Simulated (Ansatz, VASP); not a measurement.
# TaN in VASP and in Ansatz

```xyz
2
Lattice="0.0000 2.2081 2.1198 2.2081 0.0000 2.1198 2.2081 2.2081 0.0000" Properties=species:S:1:pos:R:3 pbc="T T T"
Ta    2.2081    2.2081    2.1198
N     0.0000    0.0000    0.0000
```

Change from the starting cell: engineering shear strain xz +0.0000, normal strain along z -0.0400.

Alike in both runs: task single point; functional PBE; k mesh 18 × 18 × 18; occupations gaussian, width 0.15 eV; no spin polarisation.

|  | VASP | Ansatz |
| --- | --- | --- |
| version | VASP 6.6.1 | Ansatz 0.2.0 |
| potentials or method | VASP PAW PBE potentials, release 64 (Ta_pv, N), cutoff 520 eV | scalar-relativistic, plane waves, PAW |
| valence electrons in the cell | 16 | 18 |

```csv
,VASP,Ansatz,Ansatz less VASP
gap on the k mesh at the Fermi level (eV),none,none,-
pressure (GPa),17.4,16.2,-1.23
"traceless stress, the component that is largest in VASP (GPa)",20.65,20.45,-0.206
```

A gap of «none» marks a metal or a gap that the smearing closes. The functional is the same, so the differences come from potentials, cutoffs and numerics. VASP's potentials hold 16 valence electrons a cell and Ansatz's 18, so a difference there can come from the potentials and not from the codes.

Neither program's run includes spin-orbit coupling.
